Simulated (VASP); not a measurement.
# Ta2H3 (P6/mmm) in VASP: relaxation of cell and atoms with PBE

Aim: the relaxation of cell and atoms of Ta2H3 with PBE.

Everything below comes from runs of VASP 6.6.1. Logs are shortened: lines on timing, memory, paths and dates and some standing lists are left out, and cuts for length are marked.

### 1 The cell of the first run

Symmetry: P6/mmm, No. 191, hexagonal system. The conventional cell has a = 3.586 Å, b = 3.586 Å, c = 6.197 Å, α = 90.00°, β = 90.00°, γ = 120.00°. Ta (site symmetry 6mm) has 1 H at 1.39 Å within 1.9 Å. Within 1.9 Å of H (site symmetry 6/mmm) lie 2 Ta at 1.39 Å. Within 2.7 Å of H (site symmetry -6m2) lie 3 H at 2.07 Å and 6 Ta at 2.68 Å.

The cell was generated, and may not be a known phase.

### 2 Relaxation of cell and atoms, PBE

INCAR

```
PREC = Accurate ; ENCUT = 500
EDIFF = 1E-7 ; ISMEAR = 0
SIGMA = 0.1 ; LREAL = False
LASPH = True ; NELM = 120
ALGO = Normal ; ISIF = 3
LWAVE = False ; LCHARG = False
GGA = PE ; IBRION = 2
NSW = 90 ; EDIFFG = -0.04
GGA_COMPAT = False ; NELMIN = 4
```

KPOINTS

```
Automatic mesh
0
Gamma
  6 6 4
```

POSCAR

```
Ta2H3
1.0
    3.5856031300      0.0000000000      0.0000000000
   -1.7928015700      3.1052234000      0.0000000000
    0.0000000000      0.0000000000      6.1971733100
Ta H
2 3
Direct
    0.0000000000      0.0000000000      0.2756286800
    0.0000000000      0.0000000000      0.7243713200
    0.0000000000      0.0000000000      0.5000000000
    0.3333333300      0.6666666700      0.0000000000
    0.6666666700      0.3333333300      0.0000000000
```

Potentials or basis: VASP PAW PBE potentials, release 64 (Ta_sv_GW, H).

Started as:

```
> cat potpaw_PBE.64/Ta_sv_GW/POTCAR potpaw_PBE.64/H/POTCAR > POTCAR
> mpirun -np 1 vasp_std > vasp.out
```

OUTCAR:

```text
PREC = Accurate
   ENCUT = 500
   EDIFF = 1E-7
   ISMEAR = 0
   LREAL = False
   LASPH = True
   NELM = 120
   ISIF = 3
   GGA = PE
   IBRION = 2
   NSW = 90
   EDIFFG = -0.04
   NELMIN = 4

 ion  position               nearest neighbor table
   1  0.000  0.000  0.276-   3 1.39   2 2.78
   2  0.000  0.000  0.724-   3 1.39   1 2.78
   3  0.000  0.000  0.500-   1 1.39   2 1.39
   4  0.333  0.667  0.000-
   5  0.667  0.333  0.000-

  LATTYP: Found a hexagonal cell.
 ALAT       =     3.5856031300
 C/A-ratio  =     1.7283489235

  Lattice vectors:

 A1 = (   3.5856031300,   0.0000000000,   0.0000000000)
 A2 = (  -1.7928015700,   3.1052234000,   0.0000000000)
 A3 = (   0.0000000000,   0.0000000000,   6.1971733100)

Analysis of symmetry for initial positions (statically):
=====================================================================
 Subroutine PRICEL returns:
 Original cell was already a primitive cell.

 Routine SETGRP: Setting up the symmetry group for a
 hexagonal supercell.

 Subroutine GETGRP returns: Found 24 space group operations
 (whereof 24 operations were pure point group operations)
 out of a pool of 24 trial point group operations.

The static configuration has the point symmetry D_6h.

Analysis of symmetry for dynamics (positions and initial velocities):
=====================================================================
 Subroutine PRICEL returns:
 Original cell was already a primitive cell.

 Routine SETGRP: Setting up the symmetry group for a
 hexagonal supercell.

 Subroutine GETGRP returns: Found 24 space group operations
 (whereof 24 operations were pure point group operations)
 out of a pool of 24 trial point group operations.

The dynamic configuration has the point symmetry D_6h.

 Subroutine INISYM returns: Found 24 space group operations
 (whereof 24 operations are pure point group operations),
 and found     1 'primitive' translations

----------------------------------------------------------------------------------------

                                     Primitive cell

  volume of cell :      68.9999

  direct lattice vectors                    reciprocal lattice vectors
     3.585603130  0.000000000  0.000000000     0.278893108  0.161019011  0.000000000
    -1.792801570  3.105223400  0.000000000     0.000000000  0.322038021  0.000000000
     0.000000000  0.000000000  6.197173310     0.000000000  0.000000000  0.161363891

  length of vectors
     3.585603130  3.585603134  6.197173310     0.322038022  0.322038021  0.161363891

  position of ions in fractional coordinates (direct lattice)
     0.000000000  0.000000000  0.275628680
     0.000000000  0.000000000  0.724371320
     0.000000000  0.000000000  0.500000000
     0.333333330  0.666666670  0.000000000
     0.666666670  0.333333330  0.000000000

  ion indices of the primitive-cell ions
   primitive index   ion index
                 1           1
                 2           2
                 3           3
                 4           4
                 5           5

----------------------------------------------------------------------------------------

 KPOINTS: Automatic mesh

Automatic generation of k-mesh.
 Grid dimensions read from file:
 generate k-points for:    6    6    4

 Generating k-lattice:

  Cartesian coordinates                     Fractional coordinates (reciprocal lattice)
     0.046482185  0.026836502  0.000000000     0.166666667  0.000000000  0.000000000
     0.000000000  0.053673004  0.000000000     0.000000000  0.166666667  0.000000000
     0.000000000  0.000000000  0.040340973     0.000000000  0.000000000  0.250000000

  Length of vectors
     0.053673004  0.053673004  0.040340973

  Shift w.r.t. Gamma in fractional coordinates (k-lattice)
     0.000000000  0.000000000  0.000000000

 Subroutine IBZKPT returns following result:
 ===========================================

 Found     21 irreducible k-points:

 Following reciprocal coordinates:
            Coordinates               Weight
  0.000000  0.000000  0.000000      1.000000
  0.166667 -0.000000  0.000000      6.000000
  0.333333  0.000000  0.000000      6.000000
  0.500000  0.000000  0.000000      3.000000
  0.166667  0.166667  0.000000      6.000000
  0.333333  0.166667  0.000000     12.000000
[... 13 lines left out ...]
  0.333333  0.166667  0.500000     12.000000
  0.333333  0.333333  0.500000      2.000000
   k-points           NKPTS =     21   k-points in BZ     NKDIM =     21   number of bands    NBANDS=     18
   number of dos      NEDOS =    301   number of ions     NIONS =      5
   total plane-waves  NPLWV =  37632
   dimension x,y,z NGX =    28 NGY =   28 NGZ =   48
   dimension x,y,z NGXF=    56 NGYF=   56 NGZF=   96
   ions per type =               2   3
   NGX,Y,Z   is equivalent  to a cutoff of  12.98, 12.98, 12.88 a.u.
   NGXF,Y,Z  is equivalent  to a cutoff of  25.96, 25.96, 25.75 a.u.
 SYSTEM =  unknown system
   PREC   = accura    normal or accurate (medium, high low for compatibility)
   ISTART =      0    job   : 0-new  1-cont  2-samecut
   ICHARG =      2    charge: 1-file 2-atom 10-const
   ISPIN  =      1    spin polarized calculation?
   LNONCOLLINEAR =      F non collinear calculations
   LSORBIT =      F    spin-orbit coupling
   LASPH  =      T    aspherical Exc in radial PAW
   ENCUT  =  500.0 eV  36.75 Ry    6.06 a.u.   6.54  6.54 11.30*2*pi/ulx,y,z
   NELM   =    120;   NELMIN=  4; NELMDL= -5     # of ELM steps
   EDIFF  = 0.1E-06   stopping-criterion for ELM
   LREAL  =      F    real-space projection
   EDIFFG = -.4E-01   stopping-criterion for IOM
   NSW    =     90    number of steps for IOM
   IBRION =      2    ionic relax: 0-MD 1-quasi-New 2-CG
   NFREE  =      1    steps in history (QN), initial steepest desc. (CG)
   ISIF   =      3    stress and relaxation
   ISYM   =      2    0-nonsym 1-usesym 2-fastsym
   POTIM  = 0.5000    time-step for ionic-motion
   TEBEG  =    0.0;   TEEND  =   0.0 temperature during run
   PSTRESS=    0.0 pullay stress
   NELECT =      29.0000    total number of electrons
   NUPDOWN=      -1.0000    fix difference up-down
   EMIN   =  10.00;   EMAX   =-10.00  energy-range for DOS
   EFERMI =   0.00;   METHOD = LEGACY
   ISMEAR =     0;   SIGMA  =   0.10  broadening in eV -4-tet -1-fermi 0-gaus
   EFERMI_NEDOS =   21; number of points for ismear=-14 and -15
   IALGO  =     38    algorithm
   IMIX   =      4    mixing-type and parameters
     AMIX     =   0.40;   BMIX     =  1.00
     AMIX_MAG =   1.60;   BMIX_MAG =  1.00
  volume/ion in A,a.u.               =      13.80        93.13
  Fermi-wavevector in a.u.,A,eV,Ry     =   1.226285  2.317342 20.460085  1.503774
  Thomas-Fermi vector in A             =   2.361291
   LORBIT       =      0    0 simple, 1 ext, 2 COOP (PROOUT), +10 PAW based schemes
   GGA     = PE    functional components
   LHFCALC =     F    Hartree Fock is set to
   AEXX    =    0.0000 exact exchange contribution
   IVDW    =     0    specifies the selected vdW correction
   LEPSILON=     F    determine dielectric tensor
   LRPA    =     F    only Hartree local field effects (RPA)
 conjugate gradient relaxation of ions
 non-spin polarized calculation
 Gauss-broadening in eV      SIGMA  =   0.10
  energy-cutoff  :      500.00
  volume of cell :       69.00
 maximum number of plane-waves:      1786
 NGX is ok and might be reduce to    28
   NGX = 13   NGY = 13   NGZ = 23

--------------------------------------- Ionic step        1  -------------------------------------------

 number of electron      29.0000003 magnetization

 Free energy of the ion-electron system (eV)
  ---------------------------------------------------
  ext. energy  EPLUGINS =         0.00000000
  ---------------------------------------------------
  free energy    TOTEN  =       -29.54841339 eV

  energy without entropy =      -29.51182310  energy(sigma->0) =      -29.53011825

------------------------ aborting loop because EDIFF is reached ----------------------------------------

  FORCE on cell =-STRESS in cart. coord.  units (eV):
  Direction    XX          YY          ZZ          XY          YZ          ZX
  --------------------------------------------------------------------------------------
  -------------------------------------------------------------------------------------
  Total      -12.2250898    -12.2250898     14.6882941      0.0000000      0.0000000      0.0000000
  in kB     -283.8663608   -283.8663611    341.0619197      0.0000005      0.0000000      0.0000000
  external PRESSURE =     -75.5569341 kB  Pullay stress =       0.0000000 kB
[... 98 lines left out ...]
  FREE ENERGIE OF THE ION-ELECTRON SYSTEM (eV)
  ---------------------------------------------------
  free  energy   TOTEN  =       -34.7415684434 eV

  energy  without entropy=      -34.7278170138  energy(sigma->0) =      -34.73469273

[... ionic steps 4 to 9 ...]

--------------------------------------- Ionic step       10  -------------------------------------------

 number of electron      29.0000002 magnetization

------------------------ aborting loop because EDIFF is reached ----------------------------------------

  FORCE on cell =-STRESS in cart. coord.  units (eV):
  Direction    XX          YY          ZZ          XY          YZ          ZX
  --------------------------------------------------------------------------------------
  -------------------------------------------------------------------------------------
  Total        0.7346380      0.7346380      0.4269883     -0.0000000      0.0000000      0.0000000
  in kB       23.7991632     23.7991632     13.8326132     -0.0000000      0.0000000      0.0000000
  external PRESSURE =      20.4769799 kB  Pullay stress =       0.0000000 kB
[... 63 lines left out ...]
  energy  without entropy=      -35.5377612932  energy(sigma->0) =      -35.54166119

--------------------------------------- Ionic step       12  -------------------------------------------

 number of electron      29.0000002 magnetization

 Free energy of the ion-electron system (eV)
  ---------------------------------------------------
  ext. energy  EPLUGINS =         0.00000000
  ---------------------------------------------------
  free energy    TOTEN  =       -35.54704844 eV

  energy without entropy =      -35.53963114  energy(sigma->0) =      -35.54333979

 E-fermi :   8.3799     XC(G=0): -11.8650

 val. band max:        8.2904431302   @ k =   0.0000   0.0000   0.5000
 cond. band min:       8.4052494360   @ k =   0.3333   0.3333   0.5000
 fundamental gap:      0.1148063058
 Fermi energy:         8.3798993807

 k-point     1 :       0.0000    0.0000    0.0000
  band No.  band energies     occupation
      1     -59.9783      2.00000
      2     -59.9558      2.00000
      3     -26.7795      2.00000
      4     -26.3345      2.00000
      5     -26.0025      2.00000
      6     -26.0025      2.00000
[... 10 lines left out ...]
     17      10.4027      0.00000
     18      10.4027      0.00000
[... 450 lines left out ...]
  FREE ENERGIE OF THE ION-ELECTRON SYSTEM (eV)
  ---------------------------------------------------
  free  energy   TOTEN  =       -35.5470484414 eV

  energy  without entropy=      -35.5396311370  energy(sigma->0) =      -35.54333979

 reached required accuracy - stopping structural energy minimisation
```

Run time: 6 min. Hardware: 1 thread of Intel Xeon Platinum 8375C at 2.90GHz (Ice Lake), shared host; peak memory 0.2 GiB.

What came out:

| Item | Value |
| --- | --- |
| Free energy | -35.5470 eV |
| Relaxed volume | 10.02 Å³/atom |
| Relaxed cell | a = 2.973 Å, b = 2.973 Å, c = 6.543 Å, α = 90.00°, β = 90.00°, γ = 120.00° |
| Space group after relaxing (to 0.1 Å) | P6/mmm (No. 191) |
| Energy gained by relaxing | 1199.7 meV/atom |
| Ionic steps | 12 |
| Pressure after relaxing | -0.1 GPa |
| Band gap on the k mesh | zero (an odd number of electrons rules out a gap without spin polarisation) |

Forces on the atoms (eV/Å):
```
Ta   0.000  0.000 -0.002
Ta   0.000  0.000  0.002
H    0.000  0.000  0.000
H    0.000  0.000  0.000
H    0.000  0.000  0.000
```

Stress tensor (GPa, compression positive):
```
 0.18  0.00  0.00
 0.00  0.18  0.00
 0.00  0.00 -0.58
```

The path:
| step | energy change (eV) | largest force (eV/Å) | pressure (GPa) | volume (Å³) |
| --- | --- | --- | --- | --- |
| 1 | 0.0000 | 9.2170 | -7.56 | 69.00 |
| 2 | -5.1974 | 0.3491 | -17.27 | 61.29 |
| 3 | -5.1932 | 0.2793 | -17.62 | 61.41 |
| 4 | -5.5593 | 3.0541 | 10.01 | 49.69 |
| 5 | -5.6944 | 1.9265 | -1.79 | 53.24 |
| 6 | -5.9412 | 0.8662 | -0.23 | 50.97 |
| 7 | -5.9604 | 0.1219 | 4.46 | 48.15 |
| 8 | -5.9918 | 0.0302 | 2.54 | 49.18 |
| 9 | -5.9934 | 0.2164 | 1.80 | 49.59 |
| 10 | -5.9938 | 0.1512 | 2.05 | 49.46 |
| 11 | -5.9971 | 0.0829 | -1.21 | 50.45 |
| 12 | -5.9986 | 0.0024 | -0.08 | 50.09 |

Final structure:
```
Ta H
1.0
     2.97326    0.00000    0.00000
    -1.48663    2.57492    0.00000
     0.00000    0.00000    6.54324
Ta H
2 3
Direct
  0.00000 0.00000 0.22297
  0.00000 0.00000 0.77703
  0.00000 0.00000 0.50000
  0.33333 0.66667 0.00000
  0.66667 0.33333 0.00000
```

Caveat: the volume moved by over 15 % at a fixed basis, so the end points are rough; the highest band is partly filled, so the run has too few bands; spin-orbit coupling is left out, which moves the levels of the heavy elements; an odd number of electrons without spin polarisation forces a metal; a magnetic or distorted state may lie lower.

The gap in the log of VASP goes by the Fermi energy; the results here count the filled bands.